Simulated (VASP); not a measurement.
# Mg (P6_3/mmc) in VASP: notebook

Runs on Mg. Level: PBE+D3(BJ). Tasks: single point, relaxation of cell and atoms.

Program: VASP 6.6.1. These are calculated values, not measurements. Logs are shortened: lines on timing, memory, paths and dates and some standing lists are left out, and cuts for length are marked.

### Step 1. The cell of the first run

It takes space group P6_3/mmc (No. 194, hexagonal). Conventional cell: a = 3.148 Å, b = 3.148 Å, c = 5.052 Å, α = 90.00°, β = 90.00°, γ = 120.00°. Mg (site symmetry -6m2) has 12 Mg at 3.11 to 3.15 Å within 4.1 Å.

### Step 2. Single point, PBE+D3(BJ)

The input, INCAR:

```
ALGO     = Fast           # electronic algorithm
EDIFF    = 1E-6           # SCF threshold, eV
ENCUT    = 520            # plane-wave cutoff, eV
GGA      = PE             # functional
ISIF     = 2              # what is computed and relaxed
ISMEAR   = 0              # smearing method
IVDW     = 12             # dispersion correction
LASPH    = T              # aspherical terms in the spheres
LCHARG   = F              # write CHGCAR
LREAL    = F              # projectors in reciprocal space
LWAVE    = F              # write WAVECAR
NBANDS   = 9              # bands
NELM     = 80             # most SCF steps
PREC     = Accurate       # precision mode
SIGMA    = 0.1            # smearing width, eV
```

The input, KPOINTS:

```
k-points
0
Gamma
  18 18 8
```

The input, POSCAR:

```
Mg
1.0
    3.1484134799      0.0000000000      0.0000000000
   -1.5742067399      2.7266060552      0.0000000000
    0.0000000000      0.0000000000      5.0517290053
Mg
2
Direct
    0.3333333333      0.6666666667      0.2500000000
    0.6666666667      0.3333333333      0.7500000000
```

Potentials or basis: VASP PAW PBE potentials, release 64 (Mg).

Launch:

```bash
$ cat potpaw_PBE.64/Mg/POTCAR > POTCAR
$ mpirun -np 1 vasp_std > vasp.out
```

OUTCAR:

```text
EDIFF = 1E-6
   ENCUT = 520
   GGA = PE
   ISIF = 2
   ISMEAR = 0
   IVDW = 12
   LASPH = T
   LREAL = F
   NELM = 80
   PREC = Accurate
 IVDW          = 12

 ion  position               nearest neighbor table
   1  0.333  0.667  0.250-   2 3.11   2 3.11   2 3.11   2 3.11   2 3.11   2 3.11
   2  0.667  0.333  0.750-   1 3.11   1 3.11   1 3.11   1 3.11   1 3.11   1 3.11

  LATTYP: Found a hexagonal cell.
 ALAT       =     3.1484134799
 C/A-ratio  =     1.6045316276

  Lattice vectors:

 A1 = (   3.1484134799,   0.0000000000,   0.0000000000)
 A2 = (  -1.5742067399,   2.7266060552,   0.0000000000)
 A3 = (   0.0000000000,   0.0000000000,   5.0517290053)

Analysis of symmetry for initial positions (statically):
=====================================================================
 Subroutine PRICEL returns:
 Original cell was already a primitive cell.

 Routine SETGRP: Setting up the symmetry group for a
 hexagonal supercell.

 Subroutine GETGRP returns: Found 24 space group operations
 (whereof 12 operations were pure point group operations)
 out of a pool of 24 trial point group operations.

The static configuration has the point symmetry D_3d.
 The point group associated with its full space group is D_6h.

Analysis of symmetry for dynamics (positions and initial velocities):
=====================================================================
 Subroutine PRICEL returns:
 Original cell was already a primitive cell.

 Routine SETGRP: Setting up the symmetry group for a
 hexagonal supercell.

 Subroutine GETGRP returns: Found 24 space group operations
 (whereof 12 operations were pure point group operations)
 out of a pool of 24 trial point group operations.

The dynamic configuration has the point symmetry D_3d.
 The point group associated with its full space group is D_6h.

 Subroutine INISYM returns: Found 24 space group operations
 (whereof 12 operations are pure point group operations),
 and found     1 'primitive' translations

----------------------------------------------------------------------------------------

                                     Primitive cell

  volume of cell :      43.3665

  direct lattice vectors                    reciprocal lattice vectors
     3.148413480  0.000000000  0.000000000     0.317620289  0.183378159  0.000000000
    -1.574206740  2.726606055  0.000000000     0.000000000  0.366756319  0.000000000
     0.000000000  0.000000000  5.051729005     0.000000000  0.000000000  0.197952028

  length of vectors
     3.148413480  3.148413480  5.051729005     0.366756319  0.366756319  0.197952028

  position of ions in fractional coordinates (direct lattice)
     0.333333333  0.666666667  0.250000000
     0.666666667  0.333333333  0.750000000

  ion indices of the primitive-cell ions
   primitive index   ion index
                 1           1
                 2           2

----------------------------------------------------------------------------------------

 KPOINTS: k-points

Automatic generation of k-mesh.
 Grid dimensions read from file:
 generate k-points for:   18   18    8

 Generating k-lattice:

  Cartesian coordinates                     Fractional coordinates (reciprocal lattice)
     0.017645572  0.010187676  0.000000000     0.055555556  0.000000000  0.000000000
     0.000000000  0.020375351  0.000000000     0.000000000  0.055555556  0.000000000
     0.000000000  0.000000000  0.024744003     0.000000000  0.000000000  0.125000000

  Length of vectors
     0.020375351  0.020375351  0.024744003

  Shift w.r.t. Gamma in fractional coordinates (k-lattice)
     0.000000000  0.000000000  0.000000000

 Subroutine IBZKPT returns following result:
 ===========================================

 Found    185 irreducible k-points:

 Following reciprocal coordinates:
            Coordinates               Weight
  0.000000  0.000000  0.000000      1.000000
  0.055556  0.000000  0.000000      6.000000
  0.111111  0.000000  0.000000      6.000000
  0.166667  0.000000  0.000000      6.000000
  0.222222  0.000000  0.000000      6.000000
  0.277778  0.000000  0.000000      6.000000
[... 16 lines left out ...]
  0.333333  0.111111  0.000000     12.000000
  0.388889  0.111111  0.000000     12.000000
 [... further k-points ...]
   k-points           NKPTS =    185   k-points in BZ     NKDIM =    185   number of bands    NBANDS=      9
   number of dos      NEDOS =    301   number of ions     NIONS =      2
   total plane-waves  NPLWV =  23040
   dimension x,y,z NGX =    24 NGY =   24 NGZ =   40
   dimension x,y,z NGXF=    48 NGYF=   48 NGZF=   80
   ions per type =               2
   NGX,Y,Z   is equivalent  to a cutoff of  12.67, 12.67, 13.16 a.u.
   NGXF,Y,Z  is equivalent  to a cutoff of  25.35, 25.35, 26.33 a.u.
 SYSTEM =  unknown system
   PREC   = accura    normal or accurate (medium, high low for compatibility)
   ISTART =      0    job   : 0-new  1-cont  2-samecut
   ICHARG =      2    charge: 1-file 2-atom 10-const
   ISPIN  =      1    spin polarized calculation?
   LNONCOLLINEAR =      F non collinear calculations
   LSORBIT =      F    spin-orbit coupling
   LASPH  =      T    aspherical Exc in radial PAW
   ENCUT  =  520.0 eV  38.22 Ry    6.18 a.u.   5.85  5.85  9.39*2*pi/ulx,y,z
   NELM   =     80;   NELMIN=  2; NELMDL= -5     # of ELM steps
   EDIFF  = 0.1E-05   stopping-criterion for ELM
   LREAL  =      F    real-space projection
   EDIFFG = 0.1E-04   stopping-criterion for IOM
   NSW    =      0    number of steps for IOM
   IBRION =     -1    ionic relax: 0-MD 1-quasi-New 2-CG
   NFREE  =      0    steps in history (QN), initial steepest desc. (CG)
   ISIF   =      2    stress and relaxation
   ISYM   =      2    0-nonsym 1-usesym 2-fastsym
   POTIM  = 0.5000    time-step for ionic-motion
   TEBEG  =    0.0;   TEEND  =   0.0 temperature during run
   PSTRESS=    0.0 pullay stress
   NELECT =       4.0000    total number of electrons
   NUPDOWN=      -1.0000    fix difference up-down
   EMIN   =  10.00;   EMAX   =-10.00  energy-range for DOS
   EFERMI =   0.00;   METHOD = LEGACY
   ISMEAR =     0;   SIGMA  =   0.10  broadening in eV -4-tet -1-fermi 0-gaus
   EFERMI_NEDOS =   21; number of points for ismear=-14 and -15
   IALGO  =     68    algorithm
   IMIX   =      4    mixing-type and parameters
     AMIX     =   0.40;   BMIX     =  1.00
     AMIX_MAG =   1.60;   BMIX_MAG =  1.00
  volume/ion in A,a.u.               =      21.68       146.33
  Fermi-wavevector in a.u.,A,eV,Ry     =   0.739679  1.397791  7.444093  0.547125
  Thomas-Fermi vector in A             =   1.833900
   LORBIT       =      0    0 simple, 1 ext, 2 COOP (PROOUT), +10 PAW based schemes
   GGA     = PE    functional components
   LHFCALC =     F    Hartree Fock is set to
   AEXX    =    0.0000 exact exchange contribution
   IVDW    =    12    specifies the selected vdW correction
   LEPSILON=     F    determine dielectric tensor
   LRPA    =     F    only Hartree local field effects (RPA)
 non-spin polarized calculation
 RMM-DIIS sequential band-by-band and
 Gauss-broadening in eV      SIGMA  =   0.10
  energy-cutoff  :      520.00
  volume of cell :       43.37
 maximum number of plane-waves:      1194
 NGX is ok and might be reduce to    24
   NGX = 11   NGY = 11   NGZ = 19

 number of electron       4.0000000 magnetization

 Free energy of the ion-electron system (eV)
  ---------------------------------------------------
  ext. energy  EPLUGINS =         0.00000000
  ---------------------------------------------------
  free energy    TOTEN  =        -3.00098182 eV

  energy without entropy =       -2.99688124  energy(sigma->0) =       -2.99893153

 E-fermi :   2.9471     XC(G=0):  -8.6693

 val. band max:        2.9411650475   @ k =   0.2778   0.1667   0.1250
 cond. band min:       2.9572005801   @ k =   0.5000   0.0000   0.3750
 fundamental gap:      0.0160355326
 Fermi energy:         2.9470799601

 k-point     1 :       0.0000    0.0000    0.0000
  band No.  band energies     occupation
      1      -4.2429      2.00000
      2       1.2248      2.00000
      3       1.8117      2.00000
      4      14.0838      0.00000
      5      14.0838      0.00000
      6      14.2881      0.00000
      7      14.2881      0.00000
      8      15.1575      0.00000
      9      16.7698      0.00000

 k-point     2 :       0.0556    0.0000    0.0000
  band No.  band energies     occupation
      1      -4.1802      2.00000
      2       1.2816      2.00000
      3       1.8722      2.00000
      4      12.6647      0.00000
      5      13.3042      0.00000
      6      14.1041      0.00000
      7      15.1530      0.00000
      8      15.8775      0.00000
      9      17.4488      0.00000

 k-point     3 :       0.1111    0.0000    0.0000
  band No.  band energies     occupation
      1      -3.9925      2.00000
      2       1.4520      2.00000
      3       2.0526      2.00000
      4      10.9163      0.00000
      5      12.5300      0.00000
      6      13.3161      0.00000
      7      15.7798      0.00000
      8      16.1323      0.00000
      9      16.1565      0.00000

 k-point     4 :       0.1667    0.0000    0.0000
  band No.  band energies     occupation
      1      -3.6805      2.00000
      2       1.7362      2.00000
      3       2.3488      2.00000
      4       9.2068      0.00000
      5      11.8571      0.00000
      6      12.4549      0.00000
      7      14.0844      0.00000
      8      15.2937      0.00000
      9      16.5326      0.00000
[... 205 lines left out ...]
 k-point    22 :       0.2778    0.1111    0.0000
  band No.  band energies     occupation
      1      -1.8309      2.00000
      2       3.4454      0.00000
      3       3.7388      0.00000
      4       5.0867      0.00000
      5       7.8035      0.00000
      6       9.6434      0.00000
      7      10.8143      0.00000
      8      12.7897      0.00000
      9      13.8980      0.00000

 k-point    23 :       0.3333    0.1111    0.0000
  band No.  band energies     occupation
      1      -1.0416      2.00000
      2       3.0912      0.04156
      3       4.1871      0.00000
      4       5.1055      0.00000
      5       7.4292      0.00000
      6       8.3291      0.00000
      7       9.7496      0.00000
      8      12.4901      0.00000
      9      13.6553      0.00000

 k-point    24 :       0.3889    0.1111    0.0000
  band No.  band energies     occupation
      1      -0.1406      2.00000
      2       1.9639      2.00000
      3       5.0406      0.00000
      4       5.7517      0.00000
      5       7.0437      0.00000
      6       7.1300      0.00000
      7       8.9438      0.00000
      8      12.3114      0.00000
      9      13.5067      0.00000

 [... further k-points ...]

------------------------ aborting loop because EDIFF is reached ----------------------------------------

 Edisp (eV)   -0.60025

 E8    (eV) :    -0.2629

  FORCE on cell =-STRESS in cart. coord.  units (eV):
  Direction    XX          YY          ZZ          XY          YZ          ZX
  --------------------------------------------------------------------------------------
  -------------------------------------------------------------------------------------
  Total      -0.02376    -0.02376    -0.02193    -0.00000     0.00000     0.00000
  in kB      -0.87780    -0.87780    -0.81031    -0.00000     0.00000     0.00000
  external pressure =       -0.86 kB  Pullay stress =        0.00 kB

 VOLUME and BASIS-vectors are now :
 -----------------------------------------------------------------------------
  energy-cutoff  :      520.00
  volume of cell :       43.37
      direct lattice vectors                 reciprocal lattice vectors
     3.148413480  0.000000000  0.000000000     0.317620289  0.183378159  0.000000000
    -1.574206740  2.726606055  0.000000000     0.000000000  0.366756319  0.000000000
     0.000000000  0.000000000  5.051729005     0.000000000  0.000000000  0.197952028

 POSITION                                       TOTAL-FORCE (eV/Angst)
 -----------------------------------------------------------------------------------
     -0.00000      1.81774      1.26293        -0.000000      0.000000      0.000000
      1.57421      0.90887      3.78880         0.000000     -0.000000      0.000000
 -----------------------------------------------------------------------------------
    total drift:                                0.000000     -0.000000      0.000000

  FREE ENERGIE OF THE ION-ELECTRON SYSTEM (eV)
  ---------------------------------------------------
  free  energy   TOTEN  =        -3.6012329348 eV

  energy  without entropy=       -3.5971323545  energy(sigma->0) =       -3.59918264
```

Run time: 30 s. Hardware: 1 thread of Intel Xeon Platinum 8259CL at 2.50GHz (Skylake/Cascade Lake), shared host; peak memory 0.21 GiB.

Results:

| Property | Result |
| --- | --- |
| Free energy | -3.6012 eV |
| Pressure | -0.1 GPa |
| Band gap on the k mesh | zero (bands 2 and 3 overlap by 2.15 eV) |
| Dispersion energy per atom | -0.300 eV |

Levels at points of the mesh, in eV from the Fermi level:
```tsv
k point	band 1	band 2	band 3	band 4	band 5	band 6	band 7
(0.00, 0.00, 0.00)	-7.19	-1.72	-1.14	11.14	11.14	11.34	11.34
(0.50, 0.00, 0.00)	-2.28	-2.23	2.76	3.06	3.52	3.88	7.05
(0.00, 0.00, 0.50)	-5.72	-5.72	5.38	5.38	11.90	11.90	11.90
(0.50, 0.00, 0.50)	-1.19	-1.19	-0.46	-0.46	8.22	8.22	8.27
```

### Step 3. Relaxation of cell and atoms, PBE+D3(BJ)

This run uses another cell than the first one, of 22.93 Å³/atom.

The input, INCAR:

```
ALGO = Normal ; EDIFF = 1E-6
EDIFFG = -0.005 ; ENCUT = 600
GGA = PE ; IBRION = 2
ISIF = 3 ; ISMEAR = 0
IVDW = 12 ; LASPH = T
LCHARG = F ; LREAL = F
LWAVE = F ; NELM = 60
NSW = 70 ; PREC = Accurate
SIGMA = 0.1
```

KPOINTS is that of step 2.

The input, POSCAR:

```
Mg
1.0
    3.2084666623      0.0000000000      0.0000000000
   -1.6042333311      2.7786136367      0.0000000000
    0.0000000000      0.0000000000      5.1442217542
Mg
2
Direct
    0.3333333333      0.6666666667      0.2500000000
    0.6666666667      0.3333333333      0.7500000000
```

Potentials or basis: VASP PAW PBE potentials, release 64 (Mg).

Launch:

```bash
$ cat potpaw_PBE.64/Mg/POTCAR > POTCAR
$ mpirun -np 1 vasp_std > vasp.out
```

Wall time 68 s (1 thread of Intel Xeon Platinum 8259CL at 2.50GHz (Skylake/Cascade Lake), shared host); peak memory 0.24 GiB.

It converged, with:

```yaml
Free_energy: -3.6014 eV
Relaxed_volume: 21.64 Å³/atom
Relaxed_cell: a = 3.147 Å, b = 3.147 Å, c = 5.046 Å, α = 90.00°, β = 90.00°, γ = 120.00°
Space_group_after_relaxing_to_0.1_Å: P6_3/mmc (No. 194)
Energy_gained_by_relaxing: 8.9 meV/atom
Ionic_steps: 3
Pressure_after_relaxing: 0.0 GPa
Band_gap_on_the_k_mesh: zero (bands 2 and 3 overlap by 2.14 eV)
Dispersion_energy_per_atom: -0.301 eV
```

The path:
```csv
step,energy change (eV),largest force (eV/Å),pressure (GPa),volume (Å³)
1,0.0000,0.0000,-2.09,45.86
2,-0.0167,0.0000,-0.57,43.90
3,-0.0178,0.0000,-0.02,43.29
```

Final structure:
```
Mg
1.0
     3.14742    0.00000    0.00000
    -1.57371    2.72575    0.00000
     0.00000    0.00000    5.04597
Mg
2
Direct
  0.33333 0.66667 0.25000
  0.66667 0.33333 0.75000
```

Levels at points of the mesh, in eV from the Fermi level:
```csv
k point,band 1,band 2,band 3,band 4,band 5,band 6
"(0.00, 0.00, 0.00)",-7.20,-1.72,-1.13,11.14,11.14,11.34
"(0.50, 0.00, 0.00)",-2.29,-2.24,2.76,3.06,3.53,3.88
"(0.00, 0.00, 0.50)",-5.73,-5.73,5.40,5.40,11.90,11.90
"(0.50, 0.00, 0.50)",-1.19,-1.19,-0.46,-0.46,8.23,8.27
```
